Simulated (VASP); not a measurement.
# Mg3GeN (P6/mmm) in VASP: relaxation of cell and atoms with PBE

Aim: the relaxation of cell and atoms of Mg3GeN with PBE.

All numbers are computed with VASP 6.6.1; they aren't measurements. Logs are shortened: lines on timing, memory, paths and dates and some standing lists are left out, and cuts for length are marked.

**1. The cell of the first run**

It takes space group P6/mmm (No. 191, hexagonal). Conventional cell: a = 4.564 Å, b = 4.564 Å, c = 4.867 Å, α = 90.00°, β = 90.00°, γ = 120.00°. Within 3.0 Å of Mg (site symmetry mmm) lie 2 Ge at 2.28 Å and 4 Mg at 2.28 Å. Ge (site symmetry 6/mmm) has 6 Mg at 2.28 Å and 2 N at 2.43 Å within 3.0 Å. Within 3.2 Å of N (site symmetry 6/mmm) lie 2 Ge at 2.43 Å.

The cell was generated, and may not be a known phase.

**2. Relaxation of cell and atoms, PBE**

Input file INCAR:

```
SYSTEM = Mg3GeN
PREC = Accurate
ENCUT = 840
EDIFF = 1E-7
ISMEAR = 0
SIGMA = 0.1
LREAL = .False.
LASPH = .True.
NELM = 120
ALGO = Normal
ISIF = 3
LWAVE = .False.
LCHARG = .False.
GGA = PE
IBRION = 2
NSW = 90
EDIFFG = -0.04
GGA_COMPAT = .False.
NELMIN = 4
```

Input file KPOINTS:

```
regular mesh
0
Gamma
  6 6 4
  0 0 0
```

Input file POSCAR:

```
Mg3GeN
1.0
    4.5635705100      0.0000000000      0.0000000000
   -2.2817852600      3.9521680000      0.0000000000
    0.0000000000      0.0000000000      4.8670819300
Mg Ge N
3 1 1
Direct
    0.5000000000      0.0000000000      0.0000000000
    0.0000000000      0.5000000000      0.0000000000
    0.5000000000      0.5000000000      0.0000000000
    0.0000000000      0.0000000000      0.0000000000
    0.0000000000      0.0000000000      0.5000000000
```

Potentials or basis: VASP PAW PBE potentials, release 64 (Mg_sv, Ge_d, N).

Run with:

```sh
$ cat potpaw_PBE.64/Mg_sv/POTCAR potpaw_PBE.64/Ge_d/POTCAR potpaw_PBE.64/N/POTCAR > POTCAR
$ mpirun -np 1 vasp_std > vasp.out
```

OUTCAR:

```text
SYSTEM = Mg3GeN
   PREC = Accurate
   ENCUT = 840
   EDIFF = 1E-7
   ISMEAR = 0
   LREAL = .False.
   LASPH = .True.
   NELM = 120
   ISIF = 3
   GGA = PE
   IBRION = 2
   NSW = 90
   EDIFFG = -0.04
   NELMIN = 4

 ion  position               nearest neighbor table
   1  0.500  0.000  0.000-   4 2.28   4 2.28   2 2.28   2 2.28   3 2.28   3 2.28
   2  0.000  0.500  0.000-   3 2.28   3 2.28   1 2.28   1 2.28   4 2.28   4 2.28
   3  0.500  0.500  0.000-   2 2.28   2 2.28   4 2.28   4 2.28   1 2.28   1 2.28
   4  0.000  0.000  0.000-   1 2.28   1 2.28   3 2.28   3 2.28   2 2.28   2 2.28
   5  0.000  0.000  0.500-

  LATTYP: Found a hexagonal cell.
 ALAT       =     4.5635705100
 C/A-ratio  =     1.0665074462

  Lattice vectors:

 A1 = (   4.5635705100,   0.0000000000,   0.0000000000)
 A2 = (  -2.2817852600,   3.9521680000,   0.0000000000)
 A3 = (   0.0000000000,   0.0000000000,   4.8670819300)

Analysis of symmetry for initial positions (statically):
=====================================================================
 Subroutine PRICEL returns:
 Original cell was already a primitive cell.

 Routine SETGRP: Setting up the symmetry group for a
 hexagonal supercell.

 Subroutine GETGRP returns: Found 24 space group operations
 (whereof 24 operations were pure point group operations)
 out of a pool of 24 trial point group operations.

The static configuration has the point symmetry D_6h.

Analysis of symmetry for dynamics (positions and initial velocities):
=====================================================================
 Subroutine PRICEL returns:
 Original cell was already a primitive cell.

 Routine SETGRP: Setting up the symmetry group for a
 hexagonal supercell.

 Subroutine GETGRP returns: Found 24 space group operations
 (whereof 24 operations were pure point group operations)
 out of a pool of 24 trial point group operations.

The dynamic configuration has the point symmetry D_6h.

 Subroutine INISYM returns: Found 24 space group operations
 (whereof 24 operations are pure point group operations),
 and found     1 'primitive' translations

----------------------------------------------------------------------------------------

                                     Primitive cell

  volume of cell :      87.7827

  direct lattice vectors                    reciprocal lattice vectors
     4.563570510  0.000000000  0.000000000     0.219126668  0.126512841  0.000000000
    -2.281785260  3.952168000  0.000000000     0.000000000  0.253025681  0.000000000
     0.000000000  0.000000000  4.867081930     0.000000000  0.000000000  0.205461920

  length of vectors
     4.563570510  4.563570518  4.867081930     0.253025682  0.253025681  0.205461920

  position of ions in fractional coordinates (direct lattice)
     0.500000000  0.000000000  0.000000000
     0.000000000  0.500000000  0.000000000
     0.500000000  0.500000000  0.000000000
     0.000000000  0.000000000  0.000000000
     0.000000000  0.000000000  0.500000000

  ion indices of the primitive-cell ions
   primitive index   ion index
                 1           1
                 2           2
                 3           3
                 4           4
                 5           5

----------------------------------------------------------------------------------------

 KPOINTS: regular mesh

Automatic generation of k-mesh.
 Grid dimensions read from file:
 generate k-points for:    6    6    4

 Generating k-lattice:

  Cartesian coordinates                     Fractional coordinates (reciprocal lattice)
     0.036521111  0.021085473  0.000000000     0.166666667  0.000000000  0.000000000
     0.000000000  0.042170947  0.000000000     0.000000000  0.166666667  0.000000000
     0.000000000  0.000000000  0.051365480     0.000000000  0.000000000  0.250000000

  Length of vectors
     0.042170947  0.042170947  0.051365480

  Shift w.r.t. Gamma in fractional coordinates (k-lattice)
     0.000000000  0.000000000  0.000000000

 Subroutine IBZKPT returns following result:
 ===========================================

 Found     21 irreducible k-points:

 Following reciprocal coordinates:
            Coordinates               Weight
  0.000000  0.000000  0.000000      1.000000
  0.166667  0.000000  0.000000      6.000000
  0.333333  0.000000  0.000000      6.000000
  0.500000 -0.000000  0.000000      3.000000
  0.166667  0.166667  0.000000      6.000000
  0.333333  0.166667  0.000000     12.000000
[... 13 lines left out ...]
  0.333333  0.166667  0.500000     12.000000
  0.333333  0.333333  0.500000      2.000000
   k-points           NKPTS =     21   k-points in BZ     NKDIM =     21   number of bands    NBANDS=     29
   number of dos      NEDOS =    301   number of ions     NIONS =      5
   total plane-waves  NPLWV = 110592
   dimension x,y,z NGX =    48 NGY =   48 NGZ =   48
   dimension x,y,z NGXF=    96 NGYF=   96 NGZF=   96
   ions per type =               3   1   1
   NGX,Y,Z   is equivalent  to a cutoff of  17.49, 17.49, 16.40 a.u.
   NGXF,Y,Z  is equivalent  to a cutoff of  34.97, 34.97, 32.79 a.u.
 SYSTEM =  Mg3GeN
   PREC   = accura    normal or accurate (medium, high low for compatibility)
   ISTART =      0    job   : 0-new  1-cont  2-samecut
   ICHARG =      2    charge: 1-file 2-atom 10-const
   ISPIN  =      1    spin polarized calculation?
   LNONCOLLINEAR =      F non collinear calculations
   LSORBIT =      F    spin-orbit coupling
   LASPH  =      T    aspherical Exc in radial PAW
   ENCUT  =  840.0 eV  61.74 Ry    7.86 a.u.  10.78 10.78 11.50*2*pi/ulx,y,z
   NELM   =    120;   NELMIN=  4; NELMDL= -5     # of ELM steps
   EDIFF  = 0.1E-06   stopping-criterion for ELM
   LREAL  =      F    real-space projection
   EDIFFG = -.4E-01   stopping-criterion for IOM
   NSW    =     90    number of steps for IOM
   IBRION =      2    ionic relax: 0-MD 1-quasi-New 2-CG
   NFREE  =      1    steps in history (QN), initial steepest desc. (CG)
   ISIF   =      3    stress and relaxation
   ISYM   =      2    0-nonsym 1-usesym 2-fastsym
   POTIM  = 0.5000    time-step for ionic-motion
   TEBEG  =    0.0;   TEEND  =   0.0 temperature during run
   PSTRESS=    0.0 pullay stress
   NELECT =      49.0000    total number of electrons
   NUPDOWN=      -1.0000    fix difference up-down
   EMIN   =  10.00;   EMAX   =-10.00  energy-range for DOS
   EFERMI =   0.00;   METHOD = LEGACY
   ISMEAR =     0;   SIGMA  =   0.10  broadening in eV -4-tet -1-fermi 0-gaus
   EFERMI_NEDOS =   21; number of points for ismear=-14 and -15
   IALGO  =     38    algorithm
   IMIX   =      4    mixing-type and parameters
     AMIX     =   0.40;   BMIX     =  1.00
     AMIX_MAG =   1.60;   BMIX_MAG =  1.00
  volume/ion in A,a.u.               =      17.56       118.48
  Fermi-wavevector in a.u.,A,eV,Ry     =   1.347940  2.547237 24.721003  1.816942
  Thomas-Fermi vector in A             =   2.475650
   LORBIT       =      0    0 simple, 1 ext, 2 COOP (PROOUT), +10 PAW based schemes
   GGA     = PE    functional components
   LHFCALC =     F    Hartree Fock is set to
   AEXX    =    0.0000 exact exchange contribution
   IVDW    =     0    specifies the selected vdW correction
   LEPSILON=     F    determine dielectric tensor
   LRPA    =     F    only Hartree local field effects (RPA)
 conjugate gradient relaxation of ions
 non-spin polarized calculation
 Gauss-broadening in eV      SIGMA  =   0.10
  energy-cutoff  :      840.00
  volume of cell :       87.78
 maximum number of plane-waves:      4907
 NGX is ok and might be reduce to    48
   NGX = 21   NGY = 21   NGZ = 23

--------------------------------------- Ionic step        1  -------------------------------------------

 number of electron      48.9999987 magnetization

 Free energy of the ion-electron system (eV)
  ---------------------------------------------------
  ext. energy  EPLUGINS =         0.00000000
  ---------------------------------------------------
  free energy    TOTEN  =        -4.22790697 eV

  energy without entropy =       -4.20412658  energy(sigma->0) =       -4.21601677

------------------------ aborting loop because EDIFF is reached ----------------------------------------

  FORCE on cell =-STRESS in cart. coord.  units (eV):
  Direction    XX          YY          ZZ          XY          YZ          ZX
  --------------------------------------------------------------------------------------
  -------------------------------------------------------------------------------------
  Total       41.0240638     41.0240640    -11.2313959     -0.0000001      0.0000000      0.0000000
  in kB      748.7562182    748.7562206   -204.9913324     -0.0000009      0.0000000      0.0000000
  external PRESSURE =     430.8403688 kB  Pullay stress =       0.0000000 kB

 VOLUME and BASIS-vectors are now :
 -----------------------------------------------------------------------------
  energy-cutoff  :      840.00
  volume of cell :       87.78
      direct lattice vectors                 reciprocal lattice vectors
     4.563570510  0.000000000  0.000000000     0.219126668  0.126512841  0.000000000
    -2.281785260  3.952168000  0.000000000     0.000000000  0.253025681  0.000000000
     0.000000000  0.000000000  4.867081930     0.000000000  0.000000000  0.205461920
[... 274 lines left out ...]
 POSITION                                       TOTAL-FORCE (eV/Angst)
 -----------------------------------------------------------------------------------
      2.93781     -0.00000     -0.00000        -0.000000     -0.000000      0.000000
     -1.46891      2.54422     -0.00000        -0.000000      0.000000      0.000000
      1.46891      2.54422     -0.00000         0.000000     -0.000000      0.000000
      0.00000     -0.00000      0.00000        -0.000000     -0.000000      0.000000
     -0.00000      0.00000      1.91104        -0.000000     -0.000000      0.000000
 -----------------------------------------------------------------------------------
    total drift:                               -0.000000      0.000000      0.000000

  FREE ENERGIE OF THE ION-ELECTRON SYSTEM (eV)
  ---------------------------------------------------
  free  energy   TOTEN  =       -13.9788899652 eV

  energy  without entropy=      -13.9550604851  energy(sigma->0) =      -13.96697523

--------------------------------------- Ionic step        9  -------------------------------------------

 number of electron      48.9999940 magnetization

 Free energy of the ion-electron system (eV)
  ---------------------------------------------------
  ext. energy  EPLUGINS =         0.00000000
  ---------------------------------------------------
  free energy    TOTEN  =       -13.98013590 eV

  energy without entropy =      -13.95659609  energy(sigma->0) =      -13.96836600

 E-fermi :   2.4869     XC(G=0):  -8.5644

 val. band max:        2.4591712775   @ k =   0.1667   0.0000   0.2500
 cond. band min:       2.5062369158   @ k =   0.1667   0.0000   0.0000
 fundamental gap:      0.0470656383
 Fermi energy:         2.4868990002

 k-point     1 :       0.0000    0.0000    0.0000
  band No.  band energies     occupation
      1     -73.9762      2.00000
      2     -73.9691      2.00000
      3     -73.9691      2.00000
      4     -40.7862      2.00000
      5     -40.7809      2.00000
      6     -40.7809      2.00000
[... 683 lines left out ...]
 POSITION                                       TOTAL-FORCE (eV/Angst)
 -----------------------------------------------------------------------------------
     -0.00000      5.10419      3.81838        -0.000000      0.000000      0.000000
      4.42036      2.55210     -0.00000         0.000000     -0.000000      0.000000
      1.47345      2.55210     -0.00000        -0.000000      0.000000      0.000000
      2.94691      5.10419     -0.00000         0.000000     -0.000000      0.000000
      2.94691      5.10419      1.90919         0.000000      0.000000      0.000000
 -----------------------------------------------------------------------------------
    total drift:                               -0.000000      0.000000      0.000000

  FREE ENERGIE OF THE ION-ELECTRON SYSTEM (eV)
  ---------------------------------------------------
  free  energy   TOTEN  =       -13.9801359017 eV

  energy  without entropy=      -13.9565960884  energy(sigma->0) =      -13.96836600

 reached required accuracy - stopping structural energy minimisation
```

It took 24 min on 1 thread of AMD EPYC 7R43 (Zen 3), shared host; peak memory 0.35 GiB.

Results:

```
Free energy                           : -13.9801 eV
Relaxed volume                        : 22.97 Å³/atom
Relaxed cell                          : a = 5.894 Å, b = 5.894 Å, c = 3.818 Å, α = 90.00°, β = 90.00°, γ = 120.00°
Space group after relaxing (to 0.1 Å) : P6/mmm (No. 191)
Energy gained by relaxing             : 1950.4 meV/atom
Ionic steps                           : 9
Pressure after relaxing               : 0.0 GPa
Band gap on the k mesh                : zero (an odd number of electrons rules out a gap without spin polarisation)
```

The path:
| step | energy change (eV) | largest force (eV/Å) | pressure (GPa) | volume (Å³) |
| --- | --- | --- | --- | --- |
| 1 | 0.0000 | 0.0000 | 43.08 | 87.78 |
| 2 | -8.3859 | 0.0000 | -9.87 | 152.49 |
| 3 | -8.8234 | 0.0000 | -3.18 | 129.98 |
| 4 | -8.8989 | 0.0000 | -4.64 | 134.76 |
| 5 | -9.5751 | 0.0000 | -2.62 | 122.39 |
| 6 | -9.7448 | 0.0000 | -0.37 | 115.61 |
| 7 | -9.7508 | 0.0000 | 0.44 | 113.86 |
| 8 | -9.7510 | 0.0000 | 0.24 | 114.27 |
| 9 | -9.7522 | 0.0000 | 0.00 | 114.87 |

Final structure:
```
CELL_PARAMETERS angstrom
5.89381 0.00000 0.00000
-2.94691 5.10419 0.00000
0.00000 0.00000 3.81838
ATOMIC_POSITIONS crystal
Mg 0.50000 0.00000 0.00000
Mg 0.00000 0.50000 0.00000
Mg 0.50000 0.50000 0.00000
Ge 0.00000 0.00000 0.00000
N 0.00000 0.00000 0.50000
```

Levels at points of the mesh, in eV from the Fermi level:
| k point | band 20 | band 21 | band 22 | band 23 | band 24 | band 25 | band 26 | band 27 | band 28 | band 29 |
| --- | --- | --- | --- | --- | --- | --- | --- | --- | --- | --- |
| (0.00, 0.00, 0.00) | -5.62 | -4.22 | -4.22 | -2.84 | -1.11 | -0.20 | -0.20 | 1.25 | 1.25 | 4.37 |
| (0.50, 0.00, 0.00) | -5.61 | -5.25 | -4.49 | -2.78 | -1.59 | 0.49 | 2.02 | 2.51 | 2.92 | 3.27 |
| (0.00, 0.00, 0.50) | -2.97 | -2.16 | -2.16 | -1.87 | -1.87 | -1.40 | 0.12 | 1.71 | 1.71 | 2.62 |
| (0.50, 0.00, 0.50) | -3.95 | -2.74 | -2.26 | -2.25 | -1.72 | 0.20 | 0.57 | 0.88 | 1.75 | 3.33 |

Caveat: the volume moved by over 15 % at a fixed basis, so the end points are rough.

The gap in the log of VASP goes by the Fermi energy; the results here count the filled bands.